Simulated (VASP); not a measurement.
## MgS: single point with PBE

Crystal: MgS.

```
Mg S
1.0
     0.00000    2.66614    2.66614
     2.66614    0.00000    2.66614
     2.66614    2.66614    0.00000
Mg S
1 1
Cartesian
  0.0000 0.0000 0.0000
  2.6661 2.6661 2.6661
```

This cell differs from its parent crystal: volume scaled by 1.06.

```
Program                : VASP 6.6.1
Task                   : single point
Functional             : PBE
Potentials or basis    : VASP PAW PBE potentials, release 64 (Mg, S)
Cutoff                 : 520 eV
k mesh                 : 8 × 8 × 8
Occupations            : gaussian, width 0.02 eV
Spin                   : no spin polarisation
Dipole correction      : no
Further INCAR settings : ALGO = Normal; EDIFF = 1e-07; NBANDS = 11
```

```yaml
Pressure: -4.1 GPa
Band_gap_on_the_k_mesh: 2.61 eV, indirect (least direct gap 3.16 eV)
```

Levels at points of the mesh, in eV from the valence-band top:
| k point | band 1 | band 2 | band 3 | band 4 | band 5 | band 6 | band 7 | band 8 |
| --- | --- | --- | --- | --- | --- | --- | --- | --- |
| (0.00, 0.00, 0.00) | -12.27 | 0.00 | 0.00 | 0.00 | 3.16 | 7.99 | 7.99 | 7.99 |
| (0.50, 0.00, 0.00) | -11.14 | -4.46 | -0.51 | -0.51 | 4.44 | 6.81 | 6.81 | 9.31 |
| (0.50, 0.50, 0.00) | -10.83 | -3.82 | -1.52 | -1.52 | 2.61 | 4.60 | 11.29 | 12.60 |

Run time: 17 s on 1 thread of Intel Xeon 8259CL, on a shared host, peak memory 0.16 GiB.

 A k mesh can miss the band edges.
